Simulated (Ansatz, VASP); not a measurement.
# One calculation of Sn2H6Pt, two programs

Contents of INCAR:

```
PREC     = Accurate       # precision mode
ENCUT    = 600            # plane-wave cutoff, eV
EDIFF    = 1E-6           # SCF threshold, eV
ISMEAR   = 0              # smearing method
SIGMA    = 0.1            # smearing width, eV
LREAL    = F              # projectors in reciprocal space
LASPH    = T              # aspherical terms in the spheres
NELM     = 100            # most SCF steps
ALGO     = Normal         # electronic algorithm
ISIF     = 3              # what is computed and relaxed
LWAVE    = F              # write WAVECAR
LCHARG   = F              # write CHGCAR
GGA      = PE             # functional
IBRION   = 2              # ionic algorithm
NSW      = 100            # ionic steps
EDIFFG   = -0.01          # ionic threshold
```

Contents of KPOINTS:

```
regular mesh
0
Gamma
  8 8 8
```

POSCAR

```
Sn2H6Pt
1.0
    0.0000000000      3.8997941398      3.8997941398
    3.8997941398      0.0000000000      3.8997941398
    3.8997941398      3.8997941398      0.0000000000
Sn H Pt
2 6 1
Direct
    0.2500000000      0.2500000000      0.2500000000
    0.7500000000      0.7500000000      0.7500000000
    0.7827740156      0.2172259844      0.2172259844
    0.2172259844      0.7827740156      0.7827740156
    0.2172259844      0.7827740156      0.2172259844
    0.7827740156      0.2172259844      0.7827740156
    0.2172259844      0.2172259844      0.7827740156
    0.7827740156      0.7827740156      0.2172259844
    0.0000000000      0.0000000000      0.0000000000
```

Input for Ansatz:

```yaml
crystal:
  lattice:
    - [0.0, 3.8997941398, 3.8997941398]
    - [3.8997941398, 0.0, 3.8997941398]
    - [3.8997941398, 3.8997941398, 0.0]
  atoms:
    - { symbol: Sn, position: [0.25, 0.25, 0.25] }
    - { symbol: Sn, position: [0.75, 0.75, 0.75] }
    - { symbol: H, position: [0.7827740156, 0.2172259844, 0.2172259844] }
    - { symbol: H, position: [0.2172259844, 0.7827740156, 0.7827740156] }
    - { symbol: H, position: [0.2172259844, 0.7827740156, 0.2172259844] }
    - { symbol: H, position: [0.7827740156, 0.2172259844, 0.7827740156] }
    - { symbol: H, position: [0.2172259844, 0.2172259844, 0.7827740156] }
    - { symbol: H, position: [0.7827740156, 0.7827740156, 0.2172259844] }
    - { symbol: Pt, position: [0.0, 0.0, 0.0] }
basis:
  ecutwfc: 420
kpoints:
  mp_grid: { grid: [8, 8, 8] }
hamiltonian:
  xc: pbe
scf:
  occupations: { method: gaussian, width: 0.1 }
output:
  forces: true
  stress: true
  eigenvalues: true
relax:
  adjacent_minimum: "off"
  f_tol: 0.01
  max_steps: 80
  cell: { stress_tol: 0.05 }
```

Change from the starting cell: ordered vacancies on the cation sites of perovskite (Fm-3m, No. 225).

Alike in both runs: task relaxation of cell and atoms; functional PBE; k mesh 8 × 8 × 8; occupations gaussian, width 0.1 eV; no spin polarisation.

|  | VASP | Ansatz |
| --- | --- | --- |
| version | VASP 6.6.1 | Ansatz 0.2.0 |
| potentials or method | VASP PAW PBE potentials, release 64 (Sn_d, H, Pt), cutoff 600 eV | scalar-relativistic, plane waves, PAW |
| valence electrons in the cell | 44 | 52 |

```csv
,VASP,Ansatz,Ansatz less VASP
"gap on the k mesh at the Fermi level, each at its own relaxed structure (eV)",none,none,-
relaxed volume (Å³/atom),13.11,13.12,+0.008
relaxed cell length with the largest relative difference (Å),5.505,5.507,+0.0011
```

A gap of «none» marks a metal or a gap that the smearing closes. VASP's potentials hold 44 valence electrons a cell and Ansatz's 52, so a difference there can come from the potentials and not from the codes.

Spin-orbit coupling is off throughout.
